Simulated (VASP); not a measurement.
# Sn2Ge3 (P4/mmm) in VASP: further runs, part 3 of 3

VASP 6.6.1. The steps go on from the part before.

## (5) Single point, PBE

This run uses another cell than the first one, of 25.04 Å³/atom.

Input file INCAR:

```
SYSTEM = Sn2Ge3
PREC     = Accurate       ! precision mode
ENCUT    = 520            ! plane-wave cutoff, eV
EDIFF    = 1E-7           ! SCF threshold, eV
ISMEAR   = 0              ! smearing method
SIGMA    = 0.1            ! smearing width, eV
LREAL    = .False.        ! projectors in reciprocal space
LASPH    = .True.         ! aspherical terms in the spheres
NELM     = 100            ! most SCF steps
ALGO     = Normal         ! electronic algorithm
ISIF     = 2              ! what is computed and relaxed
LWAVE    = .False.        ! write WAVECAR
LCHARG   = .True.         ! write CHGCAR
GGA      = PE             ! functional
LELF     = .True.         ! ELF
LVHAR    = .True.       
NBANDS   = 43             ! bands
```

Input file KPOINTS:

```
Automatic mesh
0
Gamma
  10 10 6
  0 0 0
```

Input file POSCAR:

```
Sn2Ge3
1.0
    4.2064968194      0.0000000000      0.0000000000
    0.0000000000      4.2064968194      0.0000000000
    0.0000000000      0.0000000000      7.0767130708
Sn Ge
2 3
Direct
    0.0000000000      0.5000000000      0.5000000000
    0.5000000000      0.0000000000      0.5000000000
    0.5000000000      0.5000000000      0.8228326833
    0.5000000000      0.5000000000      0.1771673167
    0.0000000000      0.0000000000      0.0000000000
```

Potentials or basis: VASP PAW PBE potentials, release 64 (Sn_d, Ge_d).

Launch:

```
> cat potpaw_PBE.64/Sn_d/POTCAR potpaw_PBE.64/Ge_d/POTCAR > POTCAR
> mpirun -np 1 vasp_std > vasp.out
```

OUTCAR:

```text
SYSTEM = Sn2Ge3
   PREC = Accurate
   ENCUT = 520
   EDIFF = 1E-7
   ISMEAR = 0
   LREAL = .False.
   LASPH = .True.
   NELM = 100
   ISIF = 2
   GGA = PE

 ion  position               nearest neighbor table
   1  0.000  0.500  0.500-   2 2.97   2 2.97   2 2.97   2 2.97   4 3.11   3 3.11   4 3.11   3 3.11

   2  0.500  0.000  0.500-   1 2.97   1 2.97   1 2.97   1 2.97   3 3.11   4 3.11   4 3.11   3 3.11

   3  0.500  0.500  0.823-   4 2.51   2 3.11   1 3.11   2 3.11   1 3.11
   4  0.500  0.500  0.177-   3 2.51   2 3.11   1 3.11   2 3.11   1 3.11
   5  0.000  0.000  0.000-

  LATTYP: Found a simple tetragonal cell.
 ALAT       =     4.2064968194
 C/A-ratio  =     1.6823293526

  Lattice vectors:

 A1 = (   4.2064968194,   0.0000000000,   0.0000000000)
 A2 = (   0.0000000000,   4.2064968194,   0.0000000000)
 A3 = (   0.0000000000,   0.0000000000,   7.0767130708)

Analysis of symmetry for initial positions (statically):
=====================================================================
 Subroutine PRICEL returns:
 Original cell was already a primitive cell.

 Routine SETGRP: Setting up the symmetry group for a
 simple tetragonal supercell.

 Subroutine GETGRP returns: Found 16 space group operations
 (whereof 16 operations were pure point group operations)
 out of a pool of 16 trial point group operations.

The static configuration has the point symmetry D_4h.

Analysis of symmetry for dynamics (positions and initial velocities):
=====================================================================
 Subroutine PRICEL returns:
 Original cell was already a primitive cell.

 Routine SETGRP: Setting up the symmetry group for a
 simple tetragonal supercell.

 Subroutine GETGRP returns: Found 16 space group operations
 (whereof 16 operations were pure point group operations)
 out of a pool of 16 trial point group operations.

The dynamic configuration has the point symmetry D_4h.

 Subroutine INISYM returns: Found 16 space group operations
 (whereof 16 operations are pure point group operations),
 and found     1 'primitive' translations

----------------------------------------------------------------------------------------

                                     Primitive cell

  volume of cell :     125.2197

  direct lattice vectors                    reciprocal lattice vectors
     4.206496819  0.000000000  0.000000000     0.237727507  0.000000000  0.000000000
     0.000000000  4.206496819  0.000000000     0.000000000  0.237727507  0.000000000
     0.000000000  0.000000000  7.076713071     0.000000000  0.000000000  0.141308541

  length of vectors
     4.206496819  4.206496819  7.076713071     0.237727507  0.237727507  0.141308541

  position of ions in fractional coordinates (direct lattice)
     0.000000000  0.500000000  0.500000000
     0.500000000  0.000000000  0.500000000
     0.500000000  0.500000000  0.822832683
     0.500000000  0.500000000  0.177167317
     0.000000000  0.000000000  0.000000000

  ion indices of the primitive-cell ions
   primitive index   ion index
[... 25 lines left out ...]
     0.000000000  0.000000000  0.000000000

 Subroutine IBZKPT returns following result:
 ===========================================

 Found     84 irreducible k-points:

 Following reciprocal coordinates:
            Coordinates               Weight
  0.000000  0.000000  0.000000      1.000000
  0.100000  0.000000  0.000000      4.000000
  0.200000  0.000000  0.000000      4.000000
  0.300000  0.000000  0.000000      4.000000
  0.400000  0.000000  0.000000      4.000000
  0.500000  0.000000  0.000000      2.000000
[... 16 lines left out ...]
  0.100000  0.000000  0.166667      8.000000
  0.200000  0.000000  0.166667      8.000000
 [... further k-points ...]
   k-points           NKPTS =     84   k-points in BZ     NKDIM =     84   number of bands    NBANDS=     43
   number of dos      NEDOS =    301   number of ions     NIONS =      5
   total plane-waves  NPLWV =  55296
   dimension x,y,z NGX =    32 NGY =   32 NGZ =   54
   dimension x,y,z NGXF=    64 NGYF=   64 NGZF=  108
   ions per type =               2   3
   NGX,Y,Z   is equivalent  to a cutoff of  12.65, 12.65, 12.69 a.u.
   NGXF,Y,Z  is equivalent  to a cutoff of  25.29, 25.29, 25.37 a.u.
 SYSTEM =  Sn2Ge3
   PREC   = accura    normal or accurate (medium, high low for compatibility)
   ISTART =      0    job   : 0-new  1-cont  2-samecut
   ICHARG =      2    charge: 1-file 2-atom 10-const
   ISPIN  =      1    spin polarized calculation?
   LNONCOLLINEAR =      F non collinear calculations
   LSORBIT =      F    spin-orbit coupling
   LASPH  =      T    aspherical Exc in radial PAW
   ENCUT  =  520.0 eV  38.22 Ry    6.18 a.u.   7.82  7.82 13.16*2*pi/ulx,y,z
   NELM   =    100;   NELMIN=  2; NELMDL= -5     # of ELM steps
   EDIFF  = 0.1E-06   stopping-criterion for ELM
   LREAL  =      F    real-space projection
   EDIFFG = 0.1E-05   stopping-criterion for IOM
   NSW    =      0    number of steps for IOM
   IBRION =     -1    ionic relax: 0-MD 1-quasi-New 2-CG
   NFREE  =      0    steps in history (QN), initial steepest desc. (CG)
   ISIF   =      2    stress and relaxation
   ISYM   =      2    0-nonsym 1-usesym 2-fastsym
   POTIM  = 0.5000    time-step for ionic-motion
   TEBEG  =    0.0;   TEEND  =   0.0 temperature during run
   PSTRESS=    0.0 pullay stress
   NELECT =      70.0000    total number of electrons
   NUPDOWN=      -1.0000    fix difference up-down
   EMIN   =  10.00;   EMAX   =-10.00  energy-range for DOS
   EFERMI =   0.00;   METHOD = LEGACY
   ISMEAR =     0;   SIGMA  =   0.10  broadening in eV -4-tet -1-fermi 0-gaus
   EFERMI_NEDOS =   21; number of points for ismear=-14 and -15
   IALGO  =     38    algorithm
   IMIX   =      4    mixing-type and parameters
     AMIX     =   0.40;   BMIX     =  1.00
     AMIX_MAG =   1.60;   BMIX_MAG =  1.00
  volume/ion in A,a.u.               =      25.04       169.00
  Fermi-wavevector in a.u.,A,eV,Ry     =   1.348600  2.548485 24.745228  1.818723
  Thomas-Fermi vector in A             =   2.476256
   LORBIT       =      0    0 simple, 1 ext, 2 COOP (PROOUT), +10 PAW based schemes
   GGA     = PE    functional components
   LHFCALC =     F    Hartree Fock is set to
   AEXX    =    0.0000 exact exchange contribution
   IVDW    =     0    specifies the selected vdW correction
   LEPSILON=     F    determine dielectric tensor
   LRPA    =     F    only Hartree local field effects (RPA)
 non-spin polarized calculation
 Gauss-broadening in eV      SIGMA  =   0.10
  energy-cutoff  :      520.00
  volume of cell :      125.22
 maximum number of plane-waves:      3404
 NGX is ok and might be reduce to    32
   NGX = 15   NGY = 15   NGZ = 27

 number of electron      70.0000047 magnetization

 Free energy of the ion-electron system (eV)
  ---------------------------------------------------
  ext. energy  EPLUGINS =         0.00000000
  ---------------------------------------------------
  free energy    TOTEN  =       -19.25714530 eV

  energy without entropy =      -19.24945464  energy(sigma->0) =      -19.25329997

 E-fermi :   6.0339     XC(G=0): -10.1834

 val. band max:        6.0058024401   @ k =   0.3000   0.3000   0.3333
 cond. band min:       6.0523666784   @ k =   0.2000   0.0000   0.1667
 fundamental gap:      0.0465642383
 Fermi energy:         6.0339272107

 k-point     1 :       0.0000    0.0000    0.0000
  band No.  band energies     occupation
      1     -18.8041      2.00000
      2     -18.8017      2.00000
      3     -18.8014      2.00000
      4     -18.8002      2.00000
      5     -18.8002      2.00000
      6     -18.6196      2.00000
[... 1093 lines left out ...]
     42      10.3464      0.00000
     43      11.1313      0.00000

 [... further k-points ...]

------------------------ aborting loop because EDIFF is reached ----------------------------------------

  FORCE on cell =-STRESS in cart. coord.  units (eV):
  Direction    XX          YY          ZZ          XY          YZ          ZX
  --------------------------------------------------------------------------------------
  -------------------------------------------------------------------------------------
  Total       -0.0147059     -0.0147059      0.0090164      0.0000000      0.0000000      0.0000000
  in kB       -0.1881610     -0.1881610      0.1153639      0.0000000      0.0000000      0.0000000
  external PRESSURE =      -0.0869860 kB  Pullay stress =       0.0000000 kB

 VOLUME and BASIS-vectors are now :
 -----------------------------------------------------------------------------
  energy-cutoff  :      520.00
  volume of cell :      125.22
      direct lattice vectors                 reciprocal lattice vectors
     4.206496819  0.000000000  0.000000000     0.237727507  0.000000000  0.000000000
     0.000000000  4.206496819  0.000000000     0.000000000  0.237727507  0.000000000
     0.000000000  0.000000000  7.076713071     0.000000000  0.000000000  0.141308541

 POSITION                                       TOTAL-FORCE (eV/Angst)
 -----------------------------------------------------------------------------------
      0.00000      2.10325      3.53836         0.000000     -0.000000      0.000000
      2.10325      0.00000      3.53836         0.000000     -0.000000      0.000000
      2.10325      2.10325      5.82295        -0.000000      0.000000     -0.004177
      2.10325      2.10325      1.25376         0.000000      0.000000      0.004177
      0.00000      0.00000      0.00000         0.000000     -0.000000      0.000000
 -----------------------------------------------------------------------------------
    total drift:                                0.000000     -0.000000      0.000000

  FREE ENERGIE OF THE ION-ELECTRON SYSTEM (eV)
  ---------------------------------------------------
  free  energy   TOTEN  =       -19.2571452963 eV

  energy  without entropy=      -19.2494546368  energy(sigma->0) =      -19.25329997
```

It took 9.4 min on 1 thread of Intel Xeon 8259CL, shared host; peak memory 0.47 GiB.

What came out:

| Item | Value |
| --- | --- |
| Free energy | -19.2571 eV |
| Pressure | 0.0 GPa |
| Largest force | 0.004 eV/Å |
| Band gap on the k mesh | zero (bands 35 and 36 overlap by 3.14 eV) |

Forces in eV/Å, atoms in the order of the input:
```
Sn   0.000  0.000  0.000
Sn   0.000  0.000  0.000
Ge   0.000  0.000 -0.004
Ge   0.000  0.000  0.004
Ge   0.000  0.000  0.000
```

Caveat: spin-orbit coupling is left out, which moves the levels of the heavy elements.

## (6) The runs side by side

```csv
task,cell,k mesh,cutoff (eV),gap on the mesh (eV),pressure (GPa),largest force (eV/Å)
single point,"a = 4.320, b = 4.320, c = 6.724 Å, 5 atoms, atomic positions A",4 × 4 × 4,520,none,-0.2,-
single point,"a = 4.589, b = 4.589, c = 6.157 Å, 5 atoms, atomic positions B",4 × 4 × 4,520,none,2.9,2.92
relaxation of cell and atoms,"relaxed from a = 4.589, b = 4.589, c = 6.157 Å, 5 atoms, atomic positions B",4 × 4 × 4,600,none,0.0,0.01
single point,"a = 4.206, b = 4.206, c = 7.077 Å, 5 atoms, atomic positions C",10 × 10 × 6,520,none,0.0,-
```

Alike in all rows: level PBE; potentials or basis VASP PAW PBE potentials, release 64 (Sn_d, Ge_d); no spin polarisation; smearing gaussian 0.1 eV.

Caveats: some runs use coarse meshes; spin-orbit coupling is left out, which moves the levels of the heavy elements; forces of over 1 eV/Å act on the atoms, so gaps and moduli don't describe the material at rest (at least some runs).

Absolute energies hang on the potentials; compare differences alone.

The gap in the log of VASP goes by the Fermi energy; the results here count the filled bands.